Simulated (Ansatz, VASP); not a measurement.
W in VASP and in Ansatz

```
CELL_PARAMETERS angstrom
0.00000 -1.98627 -1.98627
0.00000 1.98627 -1.98627
3.97254 0.00000 0.00000
ATOMIC_POSITIONS crystal
W 0.55085 0.44915 0.50000
W 0.94915 0.05085 0.00000
```

Change from the starting cell: mode 4 frozen in at -0.202 Å and mode 6 at +0.000 Å (largest displacements).

Alike in both runs: task single point; functional LDA; k mesh 16 × 16 × 12; occupations gaussian, width 0.15 eV; no spin polarisation.

|  | VASP | Ansatz |
| --- | --- | --- |
| version | VASP 6.6.1 | Ansatz 0.2.0 |
| potentials or method | VASP PAW LDA potentials, release 64 (W_sv), cutoff 520 eV | scalar-relativistic, plane waves, PAW |
| valence electrons in the cell | 28 | 28 |

|  | VASP | Ansatz | Ansatz less VASP |
| --- | --- | --- | --- |
| gap on the k mesh at the Fermi level (eV) | none | none | - |
| pressure (GPa) | 11.6 | 9.6 | -2.05 |
| traceless stress, the component that is largest in VASP (GPa) | -9.05 | -9.07 | -0.022 |
| rms of the force components (eV/Å) | 0.977 | 0.939 | -0.0385 |

LDA's correlation is that of Perdew and Zunger in VASP and of Perdew and Wang (1992) in Ansatz. Atom by atom the forces differ by 0.039 eV/Å (rms over components). A gap of «none» marks a metal or a gap that the smearing closes.

Spin-orbit coupling is off throughout.
